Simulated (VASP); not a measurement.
Set up this calculation in VASP 6.6.1, as the native input.

```yaml
Task: single point
Functional: LDA
Potentials_or_basis: VASP PAW LDA potentials, release 64 (Ni, O)
Cutoff: 520 eV
k_mesh: 11 × 11 × 11
Occupations: fermi-dirac, width 0.05 eV
Spin: collinear spin, ferromagnetic start
Starting_moments: "[1.0, 0.0] μB"
Dipole_correction: no
Further_INCAR_settings: ALGO = Normal; EDIFF = 1e-06; NBANDS = 19
```

The structure of NiO lies in POSCAR:

```
NiO
1.0
    0.0000000000      2.0859016414      2.0859016414
    2.0859016414      0.0000000000      2.0859016414
    2.0859016414      2.0859016414      0.0000000000
Ni O
1 1
Direct
    0.0000000000      0.0000000000      0.0000000000
    0.5000000000      0.5000000000      0.5000000000
```

One way to write it, as run:

INCAR

```
  ALGO = Normal
  EDIFF = 1E-6
  ENCUT = 520
  GGA = CA
  ISIF = 2
  ISMEAR = -1
  ISPIN = 2
  LASPH = True
  LCHARG = True
  LELF = True
  LMAXMIX = 4
  LORBIT = 11
  LREAL = False
  LVHAR = True
  LWAVE = False
  MAGMOM = 1 0
  NBANDS = 19
  NELM = 150
  PREC = Accurate
  SIGMA = 0.05
```

KPOINTS

```
k-points
0
Gamma
  11 11 11
```

Potentials or basis: VASP PAW LDA potentials, release 64 (Ni, O).

Command:

```sh
$ cat potpaw_LDA.64/Ni/POTCAR potpaw_LDA.64/O/POTCAR > POTCAR
$ mpirun -np 1 vasp_std > vasp.out
```

It gave:

```
Pressure                                              : -19.6 GPa
Net moment                                            : 0.24 μB per cell
Site moments                                          : Ni +0.20; O +0.03 μB
Valence electrons inside the program's atomic spheres : Ni 9.09; O 4.90
```

Run time: 14 s on 1 thread of Intel(R) Xeon(R) 6975P-C (Granite Rapids) (shared host), peak memory 0.15 GiB.
